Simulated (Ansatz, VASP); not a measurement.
**Si: VASP beside Ansatz**

```
CELL_PARAMETERS angstrom
0.00000 2.72197 4.34048
2.50055 0.00000 4.34048
2.50055 2.72197 0.00000
ATOMIC_POSITIONS crystal
Si 0.72972 0.27028 0.72972
Si 0.27028 0.72972 0.27028
Si 0.77443 0.77443 0.22557
Si 0.22557 0.22557 0.77443
```

Alike in both runs: task single point; functional LDA; k mesh 16 × 16 × 16; occupations gaussian, width 0.15 eV; no spin polarisation.

|  | VASP | Ansatz |
| --- | --- | --- |
| version | VASP 6.6.1 | Ansatz 0.2.0 |
| potentials or method | VASP PAW LDA potentials, release 64 (Si), cutoff 520 eV | scalar-relativistic, plane waves, PAW |
| valence electrons in the cell | 16 | 16 |

|  | VASP | Ansatz | Ansatz less VASP |
| --- | --- | --- | --- |
| gap on the k mesh at the Fermi level (eV) | none | none | - |
| pressure (GPa) | 0.0 | -0.1 | -0.08 |
| traceless stress, the component that is largest in VASP (GPa) | 6.73 | 6.72 | -0.010 |
| rms of the force components (eV/Å) | 0.176 | 0.175 | -0.0009 |

LDA's correlation is that of Perdew and Zunger in VASP and of Perdew and Wang (1992) in Ansatz. Atom by atom the forces differ by 0.001 eV/Å (rms over components). A gap of «none» marks a metal or a gap that the smearing closes.
